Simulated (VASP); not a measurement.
Input of a VASP 6.6.1 run:

INCAR

```
SYSTEM = BN
PREC = Accurate
ENCUT = 520
EDIFF = 1E-6
ISMEAR = 0
SIGMA = 0.02
LREAL = .FALSE.
LASPH = .TRUE.
NELM = 80
ALGO = Normal
ISIF = 2
LWAVE = .FALSE.
LCHARG = .TRUE.
LDIPOL = .TRUE.
IDIPOL = 3
DIPOL = 0.5 0.5 0.500
GGA = PE
IVDW = 12
LELF = .TRUE.
LVHAR = .TRUE.
LVACPOTAV = .TRUE.
NBANDS = 11
```

The input KPOINTS:

```
regular mesh
0
G
  12 12 1
  0 0 0
```

Contents of POSCAR:

```
BN
1.0
    2.4160000000      0.0000000000      0.0000000000
   -1.2080000000      2.0923173755      0.0000000000
    0.0000000000      0.0000000000     26.0000000000
B N
1 1
Direct
    0.0000000000      0.0000000000      0.5000000000
    0.6666666667      0.3333333333      0.5000000000
```

Potentials or basis: VASP PAW PBE potentials, release 64 (B, N).

Launch:

```console
$ cat potpaw_PBE.64/B/POTCAR potpaw_PBE.64/N/POTCAR > POTCAR
$ mpirun -np 1 vasp_std > vasp.out
```

Question: What does it give for the dispersion energy per atom?

Answer: -0.083 eV.

Question: Predict the band gap on the k mesh.

Answer: 4.55 eV (least direct gap 4.96 eV).
